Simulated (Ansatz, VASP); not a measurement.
# BN in VASP and in Ansatz

File INCAR:

```
PREC = Accurate
ENCUT = 520
EDIFF = 1E-6
ISMEAR = -1
SIGMA = 0.03
LREAL = False
LASPH = True
NELM = 60
ALGO = Normal
ISIF = 2
LWAVE = False
LCHARG = False
GGA = PE
NBANDS = 11
```

File KPOINTS:

```
Automatic mesh
0
Gamma
  13 13 13
```

Contents of POSCAR:

```
BN
1.0
   -0.0180750000      1.7984625000      1.7984625000
    1.7984625000     -0.0180750000      1.7984625000
    1.7984625000      1.7984625000     -0.0180750000
B N
1 1
Direct
    0.0000000000      0.0000000000      0.0000000000
    0.7500000000      0.7500000000      0.7500000000
```

Input for Ansatz:

```yaml
crystal:
  lattice:
    - [-0.018075, 1.7984625, 1.7984625]
    - [1.7984625, -0.018075, 1.7984625]
    - [1.7984625, 1.7984625, -0.018075]
  atoms:
    - { symbol: B, position: [0.0, 0.0, 0.0] }
    - { symbol: "N", position: [0.75, 0.75, 0.75] }
kpoints:
  mp_grid: { grid: [13, 13, 13] }
  band_path:
    path:
      - [0.0, 0.0, 0.0]
      - [0.5, 0.5, 0.5]
      - [0.2525443832, 0.5, 0.7474556168]
      - [-0.2525443832, 0.2525443832, 0.5]
      - [0.0, 0.0, 0.5]
      - [0.0, 0.0, 0.0]
      - [-0.3762721916, 0.0, 0.3762721916]
      - [0.0, 0.3762721916, 0.6237278084]
      - [0.0, 0.5, 0.5]
    npoints: 5
scf:
  occupations: { method: fermi_dirac, width: 0.03 }
hamiltonian:
  xc: pbe
  pseudopotentials: { kind: all_electron, lapw: { basis_error: 0.001 } }
output:
  forces: true
  stress: true
  eigenvalues: true
```

Change from the starting cell: equal xy, yz and zx shear strains of -1 %.

Alike in both runs: task single point; functional PBE; k mesh 13 × 13 × 13; occupations fermi-dirac, width 0.03 eV; no spin polarisation.

|  | VASP | Ansatz |
| --- | --- | --- |
| version | VASP 6.6.1 | Ansatz 0.2.0 |
| potentials or method | VASP PAW PBE potentials, release 64 (B, N), cutoff 520 eV | all-electron LAPW, scalar-relativistic |

```tsv
	VASP	Ansatz	Ansatz less VASP
gap on the k mesh at the Fermi level (eV)	4.49	4.50	+0.009
pressure (GPa)	3.4	3.2	-0.27
traceless stress, the component that is largest in VASP (GPa)	4.60	4.57	-0.028
rms of the force components (eV/Å)	0.026	0.024	-0.0017
```

Atom by atom the forces differ by 0.002 eV/Å (rms over components). Ansatz ran all-electron here, and VASP with PAW potentials.
